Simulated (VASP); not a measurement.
Wanted: the native input for a VASP 6.6.1 run.

```
Task                   : single point
Functional             : r2SCAN
Potentials or basis    : VASP PAW PBE potentials, release 64 (Ti_sv, Ni)
Cutoff                 : 520 eV
k mesh                 : 18 × 18 × 18
Occupations            : gaussian, width 0.1 eV
Spin                   : no spin polarisation
Dipole correction      : no
Further INCAR settings : ALGO = Normal; EDIFF = 1e-07; NBANDS = 18
```

TiNi:

```
CELL_PARAMETERS angstrom
3.12328 0.00000 0.00000
0.00000 3.12328 0.00000
0.00000 0.00000 3.12328
ATOMIC_POSITIONS crystal
Ti 0.50000 0.50000 0.50000
Ni 0.00000 0.00000 0.00000
```

This cell differs from its parent crystal: equal strain along all axes, cell held: +4.5 %.

The input as run:

POSCAR

```
TiNi
1.0
    3.1232847819      0.0000000000      0.0000000000
    0.0000000000      3.1232847819      0.0000000000
    0.0000000000      0.0000000000      3.1232847819
Ti Ni
1 1
Direct
    0.5000000000      0.5000000000      0.5000000000
    0.0000000000      0.0000000000      0.0000000000
```

INCAR.step1

```
SYSTEM = TiNi
ALGO = Normal
EDIFF = 1E-4
ENCUT = 520
GGA = PE
ISMEAR = 0
LASPH = .TRUE.
LCHARG = .FALSE.
LREAL = .FALSE.
LWAVE = .TRUE.
NBANDS = 18
NELM = 100
PREC = Accurate
SIGMA = 0.1
```

INCAR.step2

```
SYSTEM = TiNi
ALGO = Normal
EDIFF = 1E-7
ENCUT = 520
ISIF = 2
ISMEAR = 0
ISTART = 1
LASPH = .TRUE.
LCHARG = .FALSE.
LMIXTAU = .TRUE.
LREAL = .FALSE.
LWAVE = .FALSE.
METAGGA = R2SCAN
NBANDS = 18
NELM = 100
PREC = Accurate
SIGMA = 0.1
```

KPOINTS

```
k-points
0
G
  18 18 18
  0 0 0
```

Potentials or basis: VASP PAW PBE potentials, release 64 (Ti_sv, Ni).

Command:

```bash
$ cat potpaw_PBE.64/Ti_sv/POTCAR potpaw_PBE.64/Ni/POTCAR > POTCAR
$ cp INCAR.step1 INCAR
$ mpirun -np 1 vasp_std > vasp.out
$ cp INCAR.step2 INCAR
$ mpirun -np 1 vasp_std > vasp.out
```

It gave:

```
Pressure               : -17.2 GPa
Band gap on the k mesh : zero (band 11 reaches 8.44 eV, above the bottom of band 12 at 6.85 eV)
```

Caveat: the cell differs from its parent crystal (equal strain along all axes, cell held: +4.5 %); the PAW data sets were made with another functional, which shifts forces and pressure a little.

Wall time 4.8 min on 1 thread of Intel(R) Xeon(R) Platinum 8259CL CPU @ 2.50GHz (Skylake/Cascade Lake), with other jobs on the host, peak memory 0.25 GiB.
